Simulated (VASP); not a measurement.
GaC18: single point with PBE

System: GaC18, a slab with vacuum.

```
C Ga
1.0
     7.39800    0.00000    0.00000
    -3.69900    6.40686    0.00000
     0.00000    0.00000   12.00000
C Ga
18 1
Cartesian
  0.0199 -0.0188 0.9942
  1.2540 0.6988 0.9852
  -1.2074 2.1159 0.9800
  0.0263 2.8272 0.9806
  -2.4450 4.2462 0.9897
  -1.2033 4.9567 0.9657
  2.4967 -0.0137 0.9535
  3.7333 0.6979 0.9670
  1.2586 2.1218 0.9822
  2.4917 2.8294 0.9759
  0.0333 4.2473 0.9720
  1.2607 4.9635 0.9720
  4.9602 -0.0193 0.9734
  6.1892 0.6943 0.9849
  3.7254 2.1186 0.9776
  4.9577 2.8246 0.9846
  2.4903 4.2507 0.9812
  3.7196 4.9621 0.9922
  -1.6187 5.8225 3.2081
```

```yaml
Program: VASP 6.6.1
Task: single point
Functional: PBE
Potentials_or_basis: VASP PAW PBE potentials, release 64 (C, Ga_d)
Cutoff: 520 eV
k_mesh: 2 × 2 × 1
Occupations: gaussian, width 0.05 eV
Spin: collinear spin, zero start
Starting_moments: "[0.0, 0.0, 0.0, 0.0, 0.0, 0.0, 0.0, 0.0, 0.0, 0.0, 0.0, 0.0, 0.0, 0.0, 0.0, 0.0, 0.0, 0.0, 0.0] μB"
```

The largest force is 0.172 eV/Å, the net moment is 0.00 μB per cell and the valence electrons inside the program's atomic spheres are C 2.65, 2.66 (each value once); Ga 11.41.

Forces on the atoms (eV/Å):
```
C    0.016 -0.007  0.005
C   -0.016 -0.009  0.002
C    0.007  0.010  0.001
C    0.001 -0.002  0.003
C   -0.015  0.009  0.008
C    0.009  0.018 -0.004
C    0.010 -0.004 -0.005
C    0.044  0.016 -0.005
C    0.023  0.022 -0.006
C    0.004 -0.009  0.001
C    0.047 -0.016 -0.006
C   -0.009  0.012 -0.002
C   -0.009 -0.013 -0.006
C    0.011  0.009  0.002
C   -0.003  0.003  0.002
C    0.025 -0.014  0.001
C    0.007 -0.010  0.004
C    0.019  0.015  0.002
Ga  -0.170 -0.030  0.004
```

Levels at points of the mesh, in eV from the Fermi level:
Spin up:
| k point | band 38 | band 39 | band 40 | band 41 | band 42 | band 43 | band 44 | band 45 | band 46 | band 47 |
| --- | --- | --- | --- | --- | --- | --- | --- | --- | --- | --- |
| (0.00, 0.00, 0.00) | -3.98 | -3.28 | -3.28 | -0.60 | -0.56 | -0.34 | -0.31 | 1.24 | 1.55 | 2.34 |
| (0.50, 0.00, 0.00) | -3.24 | -3.16 | -2.96 | -2.94 | -2.66 | 0.60 | 1.07 | 1.63 | 1.73 | 2.22 |
| (0.00, 0.50, 0.00) | -3.31 | -3.09 | -3.03 | -2.91 | -2.66 | 0.93 | 0.94 | 1.15 | 2.06 | 2.15 |
| (0.50, 0.50, 0.00) | -3.26 | -3.13 | -2.98 | -2.92 | -2.66 | 0.66 | 1.01 | 1.53 | 1.83 | 2.20 |
Spin down:
```tsv
k point	band 40	band 41	band 42	band 43	band 44	band 45
(0.00, 0.00, 0.00)	-3.28	-0.60	-0.56	-0.34	-0.31	1.24
(0.50, 0.00, 0.00)	-2.96	-2.94	-2.66	0.60	1.07	1.63
(0.00, 0.50, 0.00)	-3.03	-2.91	-2.66	0.93	0.94	1.15
(0.50, 0.50, 0.00)	-2.98	-2.92	-2.66	0.66	1.01	1.53
```

Wall time 20 min on 1 thread of Intel Xeon 8259CL, with other jobs on the host, peak memory 0.88 GiB.

Caveat: the k points lie up to 0.49 Å⁻¹ apart; there is no dipole correction, which matters where the two faces differ; no moment was typed at the start, so none could form.
